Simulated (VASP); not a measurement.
Wanted: the native input for a VASP 6.6.1 run.

| Item | Value |
| --- | --- |
| Task | single point |
| Functional | PBE |
| Potentials or basis | VASP PAW PBE potentials, release 64 (Hg, Te) |
| Cutoff | 520 eV |
| k mesh | 6 × 6 × 6 |
| Occupations | fermi-dirac, width 0.02 eV |
| Spin | no spin polarisation |
| Dipole correction | no |
| Further INCAR settings | ALGO = Normal; EDIFF = 1e-06; NBANDS = 16 |

The structure of HgTe lies in POSCAR:

```
HgTe
1.0
    0.0082228947      3.2891578888      3.2891578888
    3.2891578888      0.0082228947      3.2891578888
    3.2973807835      3.2973807835      0.0000000000
Hg Te
1 1
Direct
    0.0005278108      0.0005278108     -0.0005278108
    0.2494721892      0.2494721892      0.2505278108
```

This cell differs from its parent crystal: shear xy strain +0.5%.

These files were run (other wordings do the same):

INCAR

```
  PREC = Accurate
  ENCUT = 520
  EDIFF = 1E-6
  ISMEAR = -1
  SIGMA = 0.02
  LREAL = F
  LASPH = T
  NELM = 60
  ALGO = Normal
  ISIF = 2
  LWAVE = F
  LCHARG = F
  GGA = PE
  NBANDS = 16
```

KPOINTS

```
regular mesh
0
Gamma
  6 6 6
```

Potentials or basis: VASP PAW PBE potentials, release 64 (Hg, Te).

Command:

```sh
$ cat potpaw_PBE.64/Hg/POTCAR potpaw_PBE.64/Te/POTCAR > POTCAR
$ mpirun -np 1 vasp_std > vasp.out
```

Results of the run:

* Pressure: 1.3 GPa
* Band gap on the k mesh: 0.01 eV

Caveat: the cell differs from its parent crystal (shear xy strain +0.5%); the smearing spreads over this small gap; spin-orbit coupling is left out, which moves the levels of the heavy elements.

Wall time 38 s on 1 thread of Intel(R) Xeon(R) Platinum 8488C (Sapphire Rapids) (shared host), peak memory 0.23 GiB.
